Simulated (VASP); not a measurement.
Ta2C3, 5 atoms in the cell. It takes space group P4/mmm (No. 123, tetragonal). The conventional cell has a = 2.970 Å, b = 2.970 Å, c = 5.888 Å, α = 90.00°, β = 90.00°, γ = 90.00°. Within 2.9 Å of Ta (site symmetry 4mm) lie 8 C at 2.19 to 2.49 Å and 1 Ta at 2.66 Å. C (site symmetry mmm) has 4 C at 2.10 Å and 4 Ta at 2.19 Å within 2.8 Å. Within 3.3 Å of C (site symmetry 4/mmm) lie 8 Ta at 2.49 Å and 12 C at 2.97 to 3.30 Å. 

| Item | Value |
| --- | --- |
| Program | VASP 6.6.1 |
| Task | single point |
| Functional | PBE |
| Potentials or basis | VASP PAW PBE potentials, release 64 (Ta_sv_GW, C) |
| Cutoff | 600 eV |
| k mesh | 4 × 4 × 4 |
| Occupations | gaussian, width 0.1 eV |
| Spin | no spin polarisation |
| Dipole correction | no |
| Second run | valence_matched |
| Further INCAR settings | ALGO = Normal; EDIFF = 1e-06; NBANDS = 27 |

Potentials or basis: VASP PAW PBE potentials, release 64 (Ta_sv_GW, C).

Run with:

```console
$ cat potpaw_PBE.64/Ta_sv_GW/POTCAR potpaw_PBE.64/C/POTCAR > POTCAR
$ mpirun -np 1 vasp_std > vasp.out
```

Hardware: 1 thread of Intel(R) Xeon(R) Platinum 8259CL CPU @ 2.50GHz (Skylake/Cascade Lake) (shared host).

Problem. How long does it take, and how much memory?

Solution. It took 37 s on 1 thread of Intel(R) Xeon(R) Platinum 8259CL CPU @ 2.50GHz (Skylake/Cascade Lake) (shared host), peak memory 0.18 GiB. Counts: scf iterations 17, k points 18.
